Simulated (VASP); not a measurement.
Write the native input for VASP 6.6.1 that does the following.

| Quantity | Value |
| --- | --- |
| Task | single point |
| Functional | PBEsol |
| Potentials or basis | VASP PAW PBE potentials, release 64 (Mg, O) |
| Cutoff | 520 eV |
| k mesh | 10 × 10 × 10 |
| Occupations | gaussian, width 0.01 eV |
| Spin | no spin polarisation |
| Dipole correction | no |
| Further INCAR settings | ALGO = Normal; EDIFF = 1e-06; NBANDS = 11 |

The structure of MgO lies in POSCAR:

```
MgO
1.0
    0.0000000000      2.1210195817      2.1210195817
    2.1210195817      0.0000000000      2.1210195817
    2.1210195817      2.1210195817      0.0000000000
Mg O
1 1
Direct
    0.0000000000      0.0000000000      0.0000000000
    0.5000000000      0.5000000000      0.5000000000
```

One way to write it, as run:

INCAR

```
SYSTEM = MgO
ALGO = Normal ; EDIFF = 1E-6
ENCUT = 520 ; GGA = PS
ISIF = 2 ; ISMEAR = 0
LASPH = .TRUE. ; LCHARG = .TRUE.
LELF = .TRUE. ; LREAL = .FALSE.
LVHAR = .TRUE. ; LWAVE = .FALSE.
NBANDS = 11 ; NELM = 60
PREC = Accurate ; SIGMA = 0.01
```

KPOINTS

```
k-points
0
G
  10 10 10
  0 0 0
```

Potentials or basis: VASP PAW PBE potentials, release 64 (Mg, O).

Run with:

```sh
$ cat potpaw_PBE.64/Mg/POTCAR potpaw_PBE.64/O/POTCAR > POTCAR
$ mpirun -np 1 vasp_std > vasp.out
```

Results of the run:

| Quantity | Value |
| --- | --- |
| Pressure | -3.5 GPa |
| Band gap on the k mesh | 4.43 eV, direct |

Caveat: the PAW data sets were made with another functional, which shifts forces and pressure a little.

Wall time 13 s on 1 thread of Intel(R) Xeon(R) Platinum 8375C CPU @ 2.90GHz (Ice Lake), on a shared host, peak memory 0.14 GiB.
